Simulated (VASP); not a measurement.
Set up this calculation in VASP 6.6.1, as the native input.

```
Task                   : single point
Functional             : r2SCAN
Potentials or basis    : VASP PAW PBE potentials, release 64 (P)
Cutoff                 : 520 eV
k mesh                 : 9 × 9 × 8
Occupations            : gaussian, width 0.1 eV
Spin                   : no spin polarisation
Dipole correction      : no
Further INCAR settings : ALGO = Normal; EDIFF = 1e-06; NBANDS = 8
```

The system is P.

```xyz
1
Lattice="2.6666 0.0000 0.0000 -1.3333 2.3093 0.0000 0.0000 0.0000 2.4111" Properties=species:S:1:pos:R:3 pbc="T T T"
P     0.0000    0.0000    0.0000
```

This isn't the form of P at room conditions, which is orthorhombic.

One way to write it, as run:

POSCAR

```
P
1.0
    2.6665900362      0.0000000000      0.0000000000
   -1.3332950181      2.3093347128      0.0000000000
    0.0000000000      0.0000000000      2.4111082099
P
1
Direct
    0.0000000000      0.0000000000      0.0000000000
```

INCAR.step1

```
  PREC = Accurate
  ENCUT = 520
  ISMEAR = 0
  SIGMA = 0.1
  LREAL = F
  LASPH = T
  NELM = 100
  NBANDS = 8
  GGA = PE
  ALGO = Normal
  EDIFF = 1E-4
  LWAVE = T
  LCHARG = F
```

INCAR.step2

```
  PREC = Accurate
  ENCUT = 520
  EDIFF = 1E-6
  ISMEAR = 0
  SIGMA = 0.1
  LREAL = F
  LASPH = T
  NELM = 100
  ALGO = Normal
  ISIF = 2
  LWAVE = F
  LCHARG = F
  METAGGA = R2SCAN
  LMIXTAU = T
  NBANDS = 8
  ISTART = 1
```

KPOINTS

```
regular mesh
0
Gamma
  9 9 8
```

Potentials or basis: VASP PAW PBE potentials, release 64 (P).

Launch:

```sh
$ cat potpaw_PBE.64/P/POTCAR > POTCAR
$ cp INCAR.step1 INCAR
$ mpirun -np 1 vasp_std > vasp.out
$ cp INCAR.step2 INCAR
$ mpirun -np 1 vasp_std > vasp.out
```

Results of the run:

| Quantity | Value |
| --- | --- |
| Pressure | -0.3 GPa |
| Band gap on the k mesh | zero (an odd number of electrons rules out a gap without spin polarisation) |

Caveat: the PAW data sets were made with another functional, which shifts forces and pressure a little.

Run time: 29 s on 1 thread of Intel Xeon 8259CL, with other jobs on the host, peak memory 0.12 GiB.
